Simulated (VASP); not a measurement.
# Li: single point with PBE

Li:

```
Li
1.0
    -1.71861    1.71907    1.71880
     1.71861   -1.71907    1.71880
     1.71861    1.71907   -1.71880
Li
1
Direct
  0.00000 0.50000 0.50000
```

```
Program             : VASP 6.6.1
Task                : single point
Functional          : PBE
Potentials or basis : VASP PAW PBE potentials, release 64 (Li_sv)
Cutoff              : 520 eV
k mesh              : 24 × 24 × 24
Occupations         : fermi-dirac, width 0.15 eV
Spin                : no spin polarisation
```

```yaml
Band_gap_on_the_k_mesh: zero (an odd number of electrons rules out a gap without spin polarisation)
```

Levels at points of the mesh, in eV from the Fermi level:
```tsv
k point	band 1	band 2	band 3	band 4	band 5
(0.00, 0.00, 0.00)	-46.53	-3.56	14.58	14.58	14.58
(0.50, 0.00, 0.00)	-46.51	0.25	3.25	10.35	11.82
(0.00, 0.50, 0.00)	-46.51	0.25	3.25	10.35	11.82
(0.50, 0.50, 0.00)	-46.51	0.25	3.25	10.35	11.82
(0.50, 0.50, 0.50)	-46.50	5.51	5.51	5.52	7.76
```

Wall time 4.5 min on 1 thread of AMD EPYC 9R45 96-Core Processor (Zen 5), on a shared host, peak memory 0.32 GiB.
